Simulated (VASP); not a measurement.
# Ag (P6_3/mmc) in VASP: notebook

The runs below take Ag through single point, with PBE.

Program: VASP 6.6.1. These are calculated values, not measurements. Logs are shortened: lines on timing, memory, paths and dates and some standing lists are left out, and cuts for length are marked.

**1. The cell of the first run**

Symmetry: P6_3/mmc, No. 194, hexagonal system. The conventional cell has a = 2.870 Å, b = 2.870 Å, c = 4.692 Å, α = 90.00°, β = 90.00°, γ = 120.00°. Ag (site symmetry -6m2) has 12 Ag at 2.87 Å within 3.8 Å.

This isn't the form of Ag at room conditions, which is fcc.

**2. Single point, PBE (16.74 Å³/atom)**

File INCAR:

```
SYSTEM = Ag
PREC     = Accurate       ! precision mode
ENCUT    = 520            ! plane-wave cutoff, eV
EDIFF    = 1E-7           ! SCF threshold, eV
ISMEAR   = -1             ! smearing method
SIGMA    = 0.05           ! smearing width, eV
LREAL    = .FALSE.        ! projectors in reciprocal space
LASPH    = .TRUE.         ! aspherical terms in the spheres
NELM     = 60             ! most SCF steps
ALGO     = Normal         ! electronic algorithm
ISIF     = 2              ! what is computed and relaxed
LWAVE    = .FALSE.        ! write WAVECAR
LCHARG   = .FALSE.        ! write CHGCAR
GGA      = PE             ! functional
NBANDS   = 18             ! bands
```

File KPOINTS:

```
regular mesh
0
G
  18 18 10
  0 0 0
```

File POSCAR:

```
Ag
1.0
    2.8701872985      0.0000000000      0.0000000000
   -1.4350936493      2.4856551141      0.0000000000
    0.0000000000      0.0000000000      4.6922174608
Ag
2
Direct
    0.3333333333      0.6666666667      0.2500000000
    0.6666666667      0.3333333333      0.7500000000
```

Potentials or basis: VASP PAW PBE potentials, release 64 (Ag).

The run is started by

```sh
$ cat potpaw_PBE.64/Ag/POTCAR > POTCAR
$ mpirun -np 1 vasp_std > vasp.out
```

OUTCAR:

```text
SYSTEM = Ag
   PREC = Accurate
   ENCUT = 520
   EDIFF = 1E-7
   ISMEAR = -1
   LREAL = .FALSE.
   LASPH = .TRUE.
   NELM = 60
   ISIF = 2
   GGA = PE

 ion  position               nearest neighbor table
   1  0.333  0.667  0.250-   2 2.87   2 2.87   2 2.87   2 2.87   2 2.87   2 2.87
   2  0.667  0.333  0.750-   1 2.87   1 2.87   1 2.87   1 2.87   1 2.87   1 2.87

  LATTYP: Found a hexagonal cell.
 ALAT       =     2.8701872985
 C/A-ratio  =     1.6348122867

  Lattice vectors:

 A1 = (   2.8701872985,   0.0000000000,   0.0000000000)
 A2 = (  -1.4350936493,   2.4856551141,   0.0000000000)
 A3 = (   0.0000000000,   0.0000000000,   4.6922174608)

Analysis of symmetry for initial positions (statically):
=====================================================================
 Subroutine PRICEL returns:
 Original cell was already a primitive cell.

 Routine SETGRP: Setting up the symmetry group for a
 hexagonal supercell.

 Subroutine GETGRP returns: Found 24 space group operations
 (whereof 12 operations were pure point group operations)
 out of a pool of 24 trial point group operations.

The static configuration has the point symmetry D_3d.
 The point group associated with its full space group is D_6h.

Analysis of symmetry for dynamics (positions and initial velocities):
=====================================================================
 Subroutine PRICEL returns:
 Original cell was already a primitive cell.

 Routine SETGRP: Setting up the symmetry group for a
 hexagonal supercell.

 Subroutine GETGRP returns: Found 24 space group operations
 (whereof 12 operations were pure point group operations)
 out of a pool of 24 trial point group operations.

The dynamic configuration has the point symmetry D_3d.
 The point group associated with its full space group is D_6h.

 Subroutine INISYM returns: Found 24 space group operations
 (whereof 12 operations are pure point group operations),
 and found     1 'primitive' translations

----------------------------------------------------------------------------------------

                                     Primitive cell

  volume of cell :      33.4757

  direct lattice vectors                    reciprocal lattice vectors
     2.870187298  0.000000000  0.000000000     0.348409318  0.201154214  0.000000000
    -1.435093649  2.485655114  0.000000000     0.000000000  0.402308427  0.000000000
     0.000000000  0.000000000  4.692217461     0.000000000  0.000000000  0.213118852

  length of vectors
[... 81 lines left out ...]
   NELM   =     60;   NELMIN=  2; NELMDL= -5     # of ELM steps
   EDIFF  = 0.1E-06   stopping-criterion for ELM
   LREAL  =      F    real-space projection
   EDIFFG = 0.1E-05   stopping-criterion for IOM
   NSW    =      0    number of steps for IOM
   IBRION =     -1    ionic relax: 0-MD 1-quasi-New 2-CG
   NFREE  =      0    steps in history (QN), initial steepest desc. (CG)
   ISIF   =      2    stress and relaxation
   ISYM   =      2    0-nonsym 1-usesym 2-fastsym
   POTIM  = 0.5000    time-step for ionic-motion
   TEBEG  =    0.0;   TEEND  =   0.0 temperature during run
   PSTRESS=    0.0 pullay stress
   NELECT =      22.0000    total number of electrons
   NUPDOWN=      -1.0000    fix difference up-down
   EMIN   =  10.00;   EMAX   =-10.00  energy-range for DOS
   EFERMI =   0.00;   METHOD = LEGACY
   ISMEAR =    -1;   SIGMA  =   0.05  broadening in eV -4-tet -1-fermi 0-gaus
   EFERMI_NEDOS =   21; number of points for ismear=-14 and -15
   IALGO  =     38    algorithm
   IMIX   =      4    mixing-type and parameters
     AMIX     =   0.40;   BMIX     =  1.00
     AMIX_MAG =   1.60;   BMIX_MAG =  1.00
  volume/ion in A,a.u.               =      16.74       112.95
  Fermi-wavevector in a.u.,A,eV,Ry     =   1.423331  2.689706 27.563659  2.025872
  Thomas-Fermi vector in A             =   2.543940
   LORBIT       =      0    0 simple, 1 ext, 2 COOP (PROOUT), +10 PAW based schemes
   GGA     = PE    functional components
   LHFCALC =     F    Hartree Fock is set to
   AEXX    =    0.0000 exact exchange contribution
   IVDW    =     0    specifies the selected vdW correction
   LEPSILON=     F    determine dielectric tensor
   LRPA    =     F    only Hartree local field effects (RPA)
 non-spin polarized calculation
  energy-cutoff  :      520.00
  volume of cell :       33.48
 maximum number of plane-waves:       917
 NGX is ok and might be reduce to    24
   NGX = 11   NGY = 11   NGZ = 17

 number of electron      21.9999997 magnetization

 Free energy of the ion-electron system (eV)
  ---------------------------------------------------
  ext. energy  EPLUGINS =         0.00000000
  ---------------------------------------------------
  free energy    TOTEN  =        -5.38098998 eV

  energy without entropy =       -5.37458469  energy(sigma->0) =       -5.37778733

 E-fermi :   8.6755     XC(G=0): -12.3195

 val. band max:        8.6686550478   @ k =   0.3889   0.1111   0.3000
 cond. band min:       8.6970688120   @ k =   0.3889   0.0556   0.5000
 fundamental gap:      0.0284137642
 Fermi energy:         8.6755110921

 k-point     1 :       0.0000    0.0000    0.0000
  band No.  band energies     occupation
      1       0.7851      2.00000
      2       2.1721      2.00000
      3       3.8062      2.00000
      4       3.9078      2.00000
      5       3.9078      2.00000
      6       4.1544      2.00000
[... 481 lines left out ...]
      5       4.1405      2.00000
      6       4.3443      2.00000
[... 10 lines left out ...]
     17      19.8757      0.00000
     18      23.9170      0.00000

 [... further k-points ...]

------------------------ aborting loop because EDIFF is reached ----------------------------------------

  FORCE on cell =-STRESS in cart. coord.  units (eV):
  Direction    XX          YY          ZZ          XY          YZ          ZX
  --------------------------------------------------------------------------------------
  -------------------------------------------------------------------------------------
  Total        1.4756821      1.4756821      1.4947517     -0.0000000     -0.0000000      0.0000000
  in kB       70.6275513     70.6275513     71.5402398     -0.0000000     -0.0000000      0.0000000
  external PRESSURE =      70.9317808 kB  Pullay stress =       0.0000000 kB

 VOLUME and BASIS-vectors are now :
 -----------------------------------------------------------------------------
  energy-cutoff  :      520.00
  volume of cell :       33.48
      direct lattice vectors                 reciprocal lattice vectors
     2.870187298  0.000000000  0.000000000     0.348409318  0.201154214  0.000000000
    -1.435093649  2.485655114  0.000000000     0.000000000  0.402308427  0.000000000
     0.000000000  0.000000000  4.692217461     0.000000000  0.000000000  0.213118852

 POSITION                                       TOTAL-FORCE (eV/Angst)
 -----------------------------------------------------------------------------------
     -0.00000      1.65710      1.17305        -0.000000      0.000000      0.000000
      1.43509      0.82855      3.51916         0.000000     -0.000000      0.000000
 -----------------------------------------------------------------------------------
    total drift:                                0.000000     -0.000000      0.000000

  FREE ENERGIE OF THE ION-ELECTRON SYSTEM (eV)
  ---------------------------------------------------
  free  energy   TOTEN  =        -5.3809899755 eV

  energy  without entropy=       -5.3745846929  energy(sigma->0) =       -5.37778733
```

OSZICAR:

```text
N       E                     dE             d eps       ncg     rms          rms(c)
DAV:   1     0.127589794945E+03    0.12759E+03   -0.11816E+04  8008   0.122E+03
DAV:   2    -0.378009922804E+01   -0.13137E+03   -0.12502E+03  8286   0.272E+02
DAV:   3    -0.589061149609E+01   -0.21105E+01   -0.21032E+01  9234   0.387E+01
DAV:   4    -0.589707925562E+01   -0.64678E-02   -0.64672E-02  8796   0.210E+00
DAV:   5    -0.589713077385E+01   -0.51518E-04   -0.51519E-04  8788   0.200E-01    0.780E+00
DAV:   6    -0.540516202947E+01    0.49197E+00   -0.11574E+00  8278   0.117E+01    0.501E+00
DAV:   7    -0.538682230643E+01    0.18340E-01   -0.17929E-02  8728   0.132E+00    0.272E+00
DAV:   8    -0.538096817250E+01    0.58541E-02   -0.12958E-03  8316   0.271E-01    0.131E-01
DAV:   9    -0.538097874302E+01   -0.10571E-04   -0.13828E-05  9130   0.281E-02    0.344E-02
DAV:  10    -0.538099119659E+01   -0.12454E-04   -0.75588E-06  8760   0.255E-02    0.942E-03
DAV:  11    -0.538099005637E+01    0.11402E-05   -0.85706E-08  6764   0.267E-03    0.732E-04
DAV:  12    -0.538098995541E+01    0.10096E-06   -0.14952E-08  4322   0.103E-03    0.241E-04
DAV:  13    -0.538098997553E+01   -0.20116E-07   -0.17537E-09  4186   0.274E-04
   1 F= -.53809900E+01 E0= -.53777873E+01  d E =-.640528E-02
```

stdout:

```text
POSCAR found type information on POSCAR Ag
 POSCAR found :  1 types and       2 ions
 scaLAPACK will be used
 LDA part: xc-table for (Slater+PW92), standard interpolation
 POSCAR, INCAR and KPOINTS ok, starting setup
 FFT: planning ... GRIDC
 FFT: planning ... GRID_SOFT
 FFT: planning ... GRID
 WAVECAR not read
 entering main loop
```

It took 56 s on 1 thread of AMD EPYC 9R45 (Zen 5), shared host; peak memory 0.2 GiB.

What came out:

| Property | Result |
| --- | --- |
| Free energy | -5.3810 eV |
| Pressure | 7.1 GPa |
| Band gap on the k mesh | zero (bands 11 and 12 overlap by 7.60 eV) |

Caveat: the cell stands under pressure.

**3. Single point, PBE (17.09 Å³/atom)**

This run uses another cell than the first one, of 17.09 Å³/atom.

File INCAR:

```
ALGO     = Normal         # electronic algorithm
EDIFF    = 1E-6           # SCF threshold, eV
ENCUT    = 520            # plane-wave cutoff, eV
GGA      = PE             # functional
ISIF     = 2              # what is computed and relaxed
ISMEAR   = -1             # smearing method
LASPH    = T              # aspherical terms in the spheres
LCHARG   = T              # write CHGCAR
LELF     = T              # ELF
LREAL    = F              # projectors in reciprocal space
LVHAR    = T            
LWAVE    = F              # write WAVECAR
NBANDS   = 18             # bands
NELM     = 60             # most SCF steps
PREC     = Accurate       # precision mode
SIGMA    = 0.05           # smearing width, eV
```

File KPOINTS:

```
k-points
0
Gamma
  18 18 10
```

File POSCAR:

```
Ag
1.0
    2.8904005511      0.0000000000      0.0000000000
   -1.4452002756      2.5031603044      0.0000000000
    0.0000000000      0.0000000000      4.7252623344
Ag
2
Direct
    0.3333333333      0.6666666667      0.2500000000
    0.6666666667      0.3333333333      0.7500000000
```

Potentials or basis: VASP PAW PBE potentials, release 64 (Ag).

The run is started by

```sh
$ cat potpaw_PBE.64/Ag/POTCAR > POTCAR
$ mpirun -np 1 vasp_std > vasp.out
```

OUTCAR:

```text
EDIFF = 1E-6
   ENCUT = 520
   GGA = PE
   ISIF = 2
   ISMEAR = -1
   LASPH = T
   LREAL = F
   NELM = 60
   PREC = Accurate

 ion  position               nearest neighbor table
   1  0.333  0.667  0.250-   2 2.89   2 2.89   2 2.89   2 2.89   2 2.89   2 2.89
   2  0.667  0.333  0.750-   1 2.89   1 2.89   1 2.89   1 2.89   1 2.89   1 2.89

  LATTYP: Found a hexagonal cell.
 ALAT       =     2.8904005511
 C/A-ratio  =     1.6348122867

[... 691 lines left out ...]
     18      23.5071      0.00000

 [... further k-points ...]

------------------------ aborting loop because EDIFF is reached ----------------------------------------

  FORCE on cell =-STRESS in cart. coord.  units (eV):
  Direction    XX          YY          ZZ          XY          YZ          ZX
  --------------------------------------------------------------------------------------
  -------------------------------------------------------------------------------------
  Total        0.9578819      0.9578819      0.9774474     -0.0000000      0.0000000      0.0000000
  in kB       44.8900342     44.8900342     45.8069490     -0.0000000      0.0000000      0.0000000
  external PRESSURE =      45.1956724 kB  Pullay stress =       0.0000000 kB

 VOLUME and BASIS-vectors are now :
 -----------------------------------------------------------------------------
  energy-cutoff  :      520.00
  volume of cell :       34.19
      direct lattice vectors                 reciprocal lattice vectors
     2.890400551  0.000000000  0.000000000     0.345972810  0.199747495  0.000000000
    -1.445200276  2.503160304  0.000000000     0.000000000  0.399494990  0.000000000
     0.000000000  0.000000000  4.725262334     0.000000000  0.000000000  0.211628462

 POSITION                                       TOTAL-FORCE (eV/Angst)
 -----------------------------------------------------------------------------------
     -0.00000      1.66877      1.18132         0.000000     -0.000000      0.000000
      1.44520      0.83439      3.54395        -0.000000      0.000000      0.000000
 -----------------------------------------------------------------------------------
    total drift:                               -0.000000      0.000000     -0.000000

  FREE ENERGIE OF THE ION-ELECTRON SYSTEM (eV)
  ---------------------------------------------------
  free  energy   TOTEN  =        -5.4070828300 eV

  energy  without entropy=       -5.4007957300  energy(sigma->0) =       -5.40393928
```

stdout:

```text
POSCAR found type information on POSCAR Ag
 POSCAR found :  1 types and       2 ions
 scaLAPACK will be used
 LDA part: xc-table for (Slater+PW92), standard interpolation
 POSCAR, INCAR and KPOINTS ok, starting setup
 FFT: planning ... GRIDC
 FFT: planning ... GRID_SOFT
 FFT: planning ... GRID
 WAVECAR not read
 entering main loop
```

It took 52 s on 1 thread of AMD EPYC 9R45 (Zen 5), shared host; peak memory 0.21 GiB.

Results:

* Free energy: -5.4071 eV
* Pressure: 4.5 GPa
* Band gap on the k mesh: zero (bands 11 and 12 overlap by 7.52 eV)

Stress tensor (GPa, compression positive):
```
4.49 0.00 0.00
0.00 4.49 0.00
0.00 0.00 4.58
```

Caveat: the cell stands under pressure.

The gap in the log of VASP goes by the Fermi energy; the results here count the filled bands.